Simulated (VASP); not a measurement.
# NaH (P4/mmm) in VASP: single point with PBE

Aim: the single point of NaH with PBE.

Program: VASP 6.6.1. These are calculated values, not measurements. Logs are shortened: lines on timing, memory, paths and dates and some standing lists are left out, and cuts for length are marked.

**1. The cell of the first run**

Symmetry: P4/mmm, No. 123, tetragonal system. The conventional cell has a = 3.103 Å, b = 3.103 Å, c = 2.807 Å, α = 90.00°, β = 90.00°, γ = 90.00°. Within 3.4 Å of Na (site symmetry 4/mmm) lie 8 H at 2.60 Å and 6 Na at 2.81 to 3.10 Å. H (site symmetry 4/mmm) has 8 Na at 2.60 Å and 6 H at 2.81 to 3.10 Å within 3.4 Å.

**2. Single point, PBE (strain +0.050 along x and y, -0.050 along z)**

The input, INCAR:

```
PREC     = Accurate       # precision mode
ENCUT    = 520            # plane-wave cutoff, eV
EDIFF    = 1E-6           # SCF threshold, eV
ISMEAR   = 0              # smearing method
SIGMA    = 0.05           # smearing width, eV
LREAL    = False          # projectors in reciprocal space
LASPH    = True           # aspherical terms in the spheres
NELM     = 80             # most SCF steps
ALGO     = Normal         # electronic algorithm
ISIF     = 2              # what is computed and relaxed
LWAVE    = False          # write WAVECAR
LCHARG   = True           # write CHGCAR
GGA      = PE             # functional
LELF     = True           # ELF
LVHAR    = True         
NBANDS   = 11             # bands
```

The input, KPOINTS:

```
Automatic mesh
0
Gamma
  10 10 10
```

The input, POSCAR:

```
NaH
1.0
    3.1028802000      0.0000000000      0.0000000000
    0.0000000000      3.1028802000      0.0000000000
    0.0000000000      0.0000000000      2.8073678000
Na H
1 1
Direct
    0.0000000000      0.0000000000      0.0000000000
    0.5000000000      0.5000000000      0.5000000000
```

Potentials or basis: VASP PAW PBE potentials, release 64 (Na_pv, H).

Run with:

```console
> cat potpaw_PBE.64/Na_pv/POTCAR potpaw_PBE.64/H/POTCAR > POTCAR
> mpirun -np 1 vasp_std > vasp.out
```

OUTCAR:

```text
PREC = Accurate
   ENCUT = 520
   EDIFF = 1E-6
   ISMEAR = 0
   LREAL = False
   LASPH = True
   NELM = 80
   ISIF = 2
   GGA = PE

 ion  position               nearest neighbor table
   1  0.000  0.000  0.000-
   2  0.500  0.500  0.500-

  LATTYP: Found a simple tetragonal cell.
 ALAT       =     3.1028802000
 C/A-ratio  =     0.9047619048

  Lattice vectors:

 A1 = (   3.1028802000,   0.0000000000,   0.0000000000)
 A2 = (   0.0000000000,   3.1028802000,   0.0000000000)
 A3 = (   0.0000000000,   0.0000000000,   2.8073678000)

Analysis of symmetry for initial positions (statically):
=====================================================================
 Subroutine PRICEL returns:
 Original cell was already a primitive cell.

 Routine SETGRP: Setting up the symmetry group for a
 simple tetragonal supercell.

 Subroutine GETGRP returns: Found 16 space group operations
 (whereof 16 operations were pure point group operations)
 out of a pool of 16 trial point group operations.

The static configuration has the point symmetry D_4h.

Analysis of symmetry for dynamics (positions and initial velocities):
=====================================================================
 Subroutine PRICEL returns:
 Original cell was already a primitive cell.

 Routine SETGRP: Setting up the symmetry group for a
 simple tetragonal supercell.

 Subroutine GETGRP returns: Found 16 space group operations
 (whereof 16 operations were pure point group operations)
 out of a pool of 16 trial point group operations.

The dynamic configuration has the point symmetry D_4h.

 Subroutine INISYM returns: Found 16 space group operations
 (whereof 16 operations are pure point group operations),
 and found     1 'primitive' translations

----------------------------------------------------------------------------------------

                                     Primitive cell

  volume of cell :      27.0290

  direct lattice vectors                    reciprocal lattice vectors
     3.102880200  0.000000000  0.000000000     0.322281215  0.000000000  0.000000000
     0.000000000  3.102880200  0.000000000     0.000000000  0.322281215  0.000000000
     0.000000000  0.000000000  2.807367800     0.000000000  0.000000000  0.356205553

  length of vectors
     3.102880200  3.102880200  2.807367800     0.322281215  0.322281215  0.356205553

  position of ions in fractional coordinates (direct lattice)
     0.000000000  0.000000000  0.000000000
     0.500000000  0.500000000  0.500000000

[... 85 lines left out ...]
   TEBEG  =    0.0;   TEEND  =   0.0 temperature during run
   PSTRESS=    0.0 pullay stress
   NELECT =       8.0000    total number of electrons
   NUPDOWN=      -1.0000    fix difference up-down
   EMIN   =  10.00;   EMAX   =-10.00  energy-range for DOS
   EFERMI =   0.00;   METHOD = LEGACY
   ISMEAR =     0;   SIGMA  =   0.05  broadening in eV -4-tet -1-fermi 0-gaus
   EFERMI_NEDOS =   21; number of points for ismear=-14 and -15
   IALGO  =     38    algorithm
   IMIX   =      4    mixing-type and parameters
     AMIX     =   0.40;   BMIX     =  1.00
     AMIX_MAG =   1.60;   BMIX_MAG =  1.00
  volume/ion in A,a.u.               =      13.51        91.20
  Fermi-wavevector in a.u.,A,eV,Ry     =   1.091009  2.061708 16.195027  1.190301
  Thomas-Fermi vector in A             =   2.227245
   LORBIT       =      0    0 simple, 1 ext, 2 COOP (PROOUT), +10 PAW based schemes
   GGA     = PE    functional components
   LHFCALC =     F    Hartree Fock is set to
   AEXX    =    0.0000 exact exchange contribution
   IVDW    =     0    specifies the selected vdW correction
   LEPSILON=     F    determine dielectric tensor
   LRPA    =     F    only Hartree local field effects (RPA)
 non-spin polarized calculation
 Gauss-broadening in eV      SIGMA  =   0.05
  energy-cutoff  :      520.00
  volume of cell :       27.03
 maximum number of plane-waves:       744
 NGX is ok and might be reduce to    24
   NGX = 11   NGY = 11   NGZ = 11

 number of electron       8.0000010 magnetization

 Free energy of the ion-electron system (eV)
  ---------------------------------------------------
  ext. energy  EPLUGINS =         0.00000000
  ---------------------------------------------------
  free energy    TOTEN  =        -4.71032421 eV

  energy without entropy =       -4.71032421  energy(sigma->0) =       -4.71032421

 E-fermi :   1.4134     XC(G=0):  -8.0020

 val. band max:        1.1426368506   @ k =   0.5000   0.5000   0.5000
 cond. band min:       1.7913808026   @ k =   0.5000   0.0000   0.0000
 fundamental gap:      0.6487439520
 Fermi energy:         1.4133562711

 k-point     1 :       0.0000    0.0000    0.0000
  band No.  band energies     occupation
      1     -23.5400      2.00000
      2     -23.5400      2.00000
      3     -23.5252      2.00000
      4      -4.6236      2.00000
      5       8.9457      0.00000
      6      10.9985      0.00000
      7      12.1941      0.00000
      8      12.1941      0.00000
      9      13.1839      0.00000
     10      15.5705      0.00000
     11      24.2890      0.00000
[... 309 lines left out ...]
 k-point    24 :       0.2000    0.0000    0.1000
  band No.  band energies     occupation
      1     -23.5780      2.00000
      2     -23.5469      2.00000
      3     -23.5339      2.00000
      4      -3.9070      2.00000
      5       6.0164      0.00000
      6      10.3167      0.00000
      7      11.8271      0.00000
      8      12.7807      0.00000
      9      17.1837      0.00000
     10      18.2753      0.00000
     11      20.9452      0.00000

 [... further k-points ...]

------------------------ aborting loop because EDIFF is reached ----------------------------------------

  FORCE on cell =-STRESS in cart. coord.  units (eV):
  Direction    XX          YY          ZZ          XY          YZ          ZX
  --------------------------------------------------------------------------------------
  -------------------------------------------------------------------------------------
  Total       -0.7261624     -0.7261624      1.0737469      0.0000000      0.0000000      0.0000000
  in kB      -43.0442383    -43.0442383     63.6477697      0.0000000      0.0000000      0.0000000
  external PRESSURE =      -7.4802356 kB  Pullay stress =       0.0000000 kB

 VOLUME and BASIS-vectors are now :
 -----------------------------------------------------------------------------
  energy-cutoff  :      520.00
  volume of cell :       27.03
      direct lattice vectors                 reciprocal lattice vectors
     3.102880200  0.000000000  0.000000000     0.322281215  0.000000000  0.000000000
     0.000000000  3.102880200  0.000000000     0.000000000  0.322281215  0.000000000
     0.000000000  0.000000000  2.807367800     0.000000000  0.000000000  0.356205553

 POSITION                                       TOTAL-FORCE (eV/Angst)
 -----------------------------------------------------------------------------------
      0.00000      0.00000      0.00000         0.000000      0.000000      0.000000
      1.55144      1.55144      1.40368         0.000000      0.000000      0.000000
 -----------------------------------------------------------------------------------
    total drift:                                0.000000      0.000000      0.000000

  FREE ENERGIE OF THE ION-ELECTRON SYSTEM (eV)
  ---------------------------------------------------
  free  energy   TOTEN  =        -4.7103242118 eV

  energy  without entropy=       -4.7103242118  energy(sigma->0) =       -4.71032421
```

stdout:

```text
POSCAR found type information on POSCAR NaH
 POSCAR found :  2 types and       2 ions
 scaLAPACK will be used
 LDA part: xc-table for (Slater+PW92), standard interpolation
 POSCAR, INCAR and KPOINTS ok, starting setup
 FFT: planning ... GRIDC
 FFT: planning ... GRID_SOFT
 FFT: planning ... GRID
 WAVECAR not read
 entering main loop
```

Wall time 17 s (1 thread of Intel Xeon Platinum 8259CL at 2.50GHz (Skylake/Cascade Lake), shared host); peak memory 0.15 GiB.

Results:

- Free energy: -4.7103 eV
- Pressure: -0.7 GPa
- Band gap on the k mesh: 0.65 eV, indirect (least direct gap 4.18 eV)

Stress tensor (GPa, compression positive):
```
-4.30  0.00  0.00
 0.00 -4.30  0.00
 0.00  0.00  6.36
```

Caveat: the cell differs from its parent crystal (strain +0.050 along x and y, -0.050 along z). A k mesh can miss the band edges.
